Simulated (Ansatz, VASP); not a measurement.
Two plane-wave programs on Hf

File INCAR:

```
SYSTEM = Hf
ALGO = Fast
EDIFF = 1E-6
ENCUT = 520
GGA = PE
ISIF = 2
ISMEAR = 0
LASPH = .True.
LCHARG = .False.
LREAL = .False.
LWAVE = .False.
NBANDS = 11
NELM = 80
PREC = Accurate
SIGMA = 0.028000000000000004
```

KPOINTS

```
k-points
0
Gamma
  11 11 10
  0 0 0
```

Contents of POSCAR:

```
Hf
1.0
    0.1192699600      2.3430520200      1.9928205800
    2.3210866400      0.1247983600      1.9872921700
    2.4497549800      2.4661919600     -0.0038699800
Hf
1
Direct
    0.0000000000      0.0000000000      0.0000000000
```

File input.yaml:

```yaml
crystal:
  lattice:
    - [0.11926996, 2.34305202, 1.99282058]
    - [2.32108664, 0.12479836, 1.98729217]
    - [2.44975498, 2.46619196, -0.00386998]
  atoms:
    - { symbol: Hf, position: [0.0, 0.0, 0.0] }
hamiltonian:
  xc: pbe
  pseudopotentials: { kind: paw }
kpoints:
  mp_grid: { grid: [11, 11, 10] }
scf:
  occupations: { method: gaussian, width: 0.028 }
output:
  forces: true
  stress: true
  eigenvalues: true
```

Change from the starting cell: cell sheared at random, sigma 0.06, atoms nudged by 0.01 Å.

Alike in both runs: task single point; functional PBE; k mesh 11 × 11 × 10; occupations gaussian, width 0.028 eV; no spin polarisation.

```csv
,VASP,Ansatz
version,VASP 6.6.1,Ansatz 0.2.0
potentials or method,"VASP PAW PBE potentials, release 64 (Hf_pv)",Ansatz PAW
plane-wave cutoff (eV),520,420
valence electrons in the cell,10,26
```

```csv
,VASP,Ansatz,Ansatz less VASP
gap on the k mesh at the Fermi level (eV),none,none,-
pressure (GPa),3.2,3.7,+0.41
"traceless stress, the component that is largest in VASP (GPa)",-1.77,-1.69,+0.080
```

A gap of «none» marks a metal or a gap that the smearing closes. The functional is the same, so the differences come from potentials, cutoffs and numerics. VASP's potentials hold 10 valence electrons a cell and Ansatz's 26, so a difference there can come from the potentials and not from the codes.

Neither program's run includes spin-orbit coupling.
